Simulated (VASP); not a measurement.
A run of VASP 6.6.1:

The input INCAR:

```
SYSTEM = N
PREC = Accurate ; ENCUT = 1000
EDIFF = 1E-6 ; ISMEAR = -1
SIGMA = 0.01 ; LREAL = .False.
LASPH = .True. ; NELM = 120
ALGO = Normal ; ISIF = 2
LWAVE = .False. ; LCHARG = .False.
GGA = RE ; NBANDS = 12
GGA_COMPAT = .False. ; NELMDL = -8
```

The input KPOINTS:

```
regular mesh
0
Gamma
  1 1 1
  0 0 0
```

POSCAR

```
N
1.0
   12.0000000000      0.0000000000      0.0000000000
    0.0000000000     12.3000000000      0.0000000000
    0.0000000000      0.0000000000     12.6000000000
N
2
Direct
    0.5000000000      0.5000000000      0.4561425814
    0.5000000000      0.5000000000      0.5438574186
```

Potentials or basis: VASP PAW PBE potentials, release 64 (N_h).

Command:

```bash
$ cat potpaw_PBE.64/N_h/POTCAR > POTCAR
$ mpirun -np 1 vasp_gam > vasp.out
```

Hardware: 1 thread of Intel(R) Xeon(R) 6975P-C (Granite Rapids) (shared host).

**Question.** How long does it take, and how much memory?

**Answer.** It took 7.6 min on 1 thread of Intel(R) Xeon(R) 6975P-C (Granite Rapids) (shared host), peak memory 3 GiB. Counts: scf iterations 22, k points 1.
